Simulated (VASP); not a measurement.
Crystal: ZrS2.

```
Zr S
1.0
     3.69138    0.00000    0.00000
    -1.84569    3.19683    0.00000
     0.00000    0.00000    6.04108
Zr S
1 2
Direct
  0.00000 0.00000 0.00000
  0.66667 0.33333 0.76209
  0.33333 0.66667 0.23791
```

Base run:

| Item | Value |
| --- | --- |
| Program | VASP 6.6.1 |
| Functional | PBEsol |
| Potentials or basis | VASP PAW PBE potentials, release 64 (Zr_sv, S) |
| Cutoff | 500 eV |
| k mesh | 12 × 12 × 4 |
| Occupations | fermi-dirac, width 0.05 eV |
| Spin | no spin polarisation |

Its results: band gap on the k mesh 0.97 eV, indirect (least direct gap 1.59 eV); pressure -2.5 GPa; largest force 0.133 eV/Å.

Task: The run is repeated on the same cell with these changes: functional from PBEsol to LDA; potentials or basis from VASP PAW PBE potentials, release 64 (Zr_sv, S) to VASP PAW LDA potentials, release 64 (Zr_sv, S). What comes out?

Result: Band gap on the k mesh 0.92 eV, indirect (least direct gap 1.53 eV); pressure -4.5 GPa; largest force 0.279 eV/Å.

Caveats: the PAW data sets were made with another functional, which shifts forces and pressure a little (some runs); this functional lacks dispersion, which binds the layers, so the pressure and a relaxed spacing across them are unreliable (some runs).

A k mesh can miss the band edges.
